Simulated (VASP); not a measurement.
Wanted: the native input for a VASP 6.6.1 run.

```yaml
Task: single point
Functional: PBE
Potentials_or_basis: VASP PAW PBE potentials, release 64 (Nb_sv, Bi_d, F)
Cutoff: 520 eV
k_mesh: 6 × 6 × 4
Occupations: gaussian, width 0.1 eV
Spin: no spin polarisation
Dipole_correction: no
Further_INCAR_settings: ALGO = Normal; EDIFF = 1e-07; NBANDS = 24
```

The structure of NbBiF lies in POSCAR:

```
NbBiF
1.0
    3.9471977787      0.0000000000      0.0000000000
    0.0000000000      3.9471977787      0.0000000000
    0.0000000000      0.0000000000      4.0072908970
Nb Bi F
1 1 1
Direct
    0.0000000000      0.0000000000      0.0000000000
    0.5000000000      0.5000000000      0.5000000000
    0.0000000000      0.0000000000      0.5000000000
```

The cell was generated, and may not be a known phase.

One way to write it, as run:

INCAR

```
  PREC = Accurate
  ENCUT = 520
  EDIFF = 1E-7
  ISMEAR = 0
  SIGMA = 0.1
  LREAL = False
  LASPH = True
  NELM = 100
  ALGO = Normal
  ISIF = 2
  LWAVE = False
  LCHARG = True
  GGA = PE
  LELF = True
  LVHAR = True
  NBANDS = 24
```

KPOINTS

```
regular mesh
0
Gamma
  6 6 4
```

Potentials or basis: VASP PAW PBE potentials, release 64 (Nb_sv, Bi_d, F).

Command:

```console
$ cat potpaw_PBE.64/Nb_sv/POTCAR potpaw_PBE.64/Bi_d/POTCAR potpaw_PBE.64/F/POTCAR > POTCAR
$ mpirun -np 1 vasp_std > vasp.out
```

Results of the run:

```yaml
Pressure: 0.0 GPa
Band_gap_on_the_k_mesh: zero (an odd number of electrons rules out a gap without spin polarisation)
```

Caveat: the k points lie up to 0.39 Å⁻¹ apart, too coarse for converged energies and pressures of a metal; spin-orbit coupling is left out, which moves the levels of the heavy elements; an odd number of electrons without spin polarisation forces a metal; a magnetic or distorted state may lie lower.

It took 29 s on 1 thread of Oxide Virtual Turin-like Processor, with other jobs on the host, peak memory 0.16 GiB.
